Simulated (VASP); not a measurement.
A run of VASP 6.6.1 is set up as follows.

File INCAR:

```
SYSTEM = Au
PREC = Accurate
ENCUT = 520
EDIFF = 1E-6
ISMEAR = 0
SIGMA = 0.1
LREAL = .False.
LASPH = .True.
NELM = 100
ALGO = Normal
ISIF = 2
LWAVE = .False.
LCHARG = .False.
LDIPOL = .True.
IDIPOL = 3
DIPOL = 0.5 0.5 0.500
GGA = PS
NBANDS = 48
```

KPOINTS

```
Automatic mesh
0
Gamma
  14 14 1
  0 0 0
```

File POSCAR:

```
Au
1.0
    2.8200300622      0.0000000000      0.0000000000
   -1.4100150311      2.5170030989      0.0000000000
    0.0000000000      0.0000000000     29.4020326985
Au
7
Direct
    0.6638639510      0.3277279020      0.2550844044
    0.3361360490      0.6722720980      0.3367229363
    0.6638639510      0.3277279020      0.4183614681
    0.3361360490      0.6722720980      0.5000000000
    0.6638639510      0.3277279020      0.5816385319
    0.3361360490      0.6722720980      0.6632770637
    0.6638639510      0.3277279020      0.7449155956
```

Potentials or basis: VASP PAW PBE potentials, release 64 (Au).

Run with:

```console
$ cat potpaw_PBE.64/Au/POTCAR > POTCAR
$ mpirun -np 1 vasp_std > vasp.out
```

(1) What does it give for the band gap on the k mesh?

(2) Estimate the largest force.

Answers

(1) zero (an odd number of electrons rules out a gap without spin polarisation).

(2) 0.105 eV/Å.

Caveat: the cell differs from its parent crystal (atoms taken out); the PAW data sets were made with another functional, which shifts forces and pressure a little; spin-orbit coupling is left out, which moves the levels of the heavy elements.
